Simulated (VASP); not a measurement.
Wanted: the native input for a VASP 6.6.1 run.

```
Task                   : single point
Functional             : LDA
Potentials or basis    : VASP PAW LDA potentials, release 64 (Ca_sv)
Cutoff                 : 520 eV
k mesh                 : 15 × 15 × 8
Occupations            : gaussian, width 0.15 eV
Spin                   : no spin polarisation
Dipole correction      : no
Further INCAR settings : ALGO = Fast; EDIFF = 1e-06; NBANDS = 17
```

The structure of Ca lies in POSCAR:

```
Ca
1.0
    3.9799995206      0.0000000000      0.0000000000
   -1.9899997603      3.4467806919      0.0000000000
    0.0000000000      0.0000000000      6.5200000000
Ca
2
Direct
    0.3333333333      0.6666666667      0.2500000000
    0.6666666667      0.3333333333      0.7500000000
```

This isn't the form of Ca at room conditions, which is fcc.

One way to write it, as run:

INCAR

```
ALGO     = Fast           # electronic algorithm
EDIFF    = 1E-6           # SCF threshold, eV
ENCUT    = 520            # plane-wave cutoff, eV
GGA      = CA             # functional
ISIF     = 2              # what is computed and relaxed
ISMEAR   = 0              # smearing method
LASPH    = True           # aspherical terms in the spheres
LCHARG   = False          # write CHGCAR
LREAL    = False          # projectors in reciprocal space
LWAVE    = False          # write WAVECAR
NBANDS   = 17             # bands
NELM     = 80             # most SCF steps
PREC     = Accurate       # precision mode
SIGMA    = 0.15           # smearing width, eV
```

KPOINTS

```
k-points
0
Gamma
  15 15 8
```

Potentials or basis: VASP PAW LDA potentials, release 64 (Ca_sv).

Launch:

```console
$ cat potpaw_LDA.64/Ca_sv/POTCAR > POTCAR
$ mpirun -np 1 vasp_std > vasp.out
```

Results of the run:

```json
{
  "Pressure": "-2.4 GPa",
  "Band gap on the k mesh": "zero (bands 10 and 11 overlap by 0.39 eV)"
}
```

Wall time 5.5 min on 1 thread of Intel Xeon 8259CL, on a shared host, peak memory 0.29 GiB.
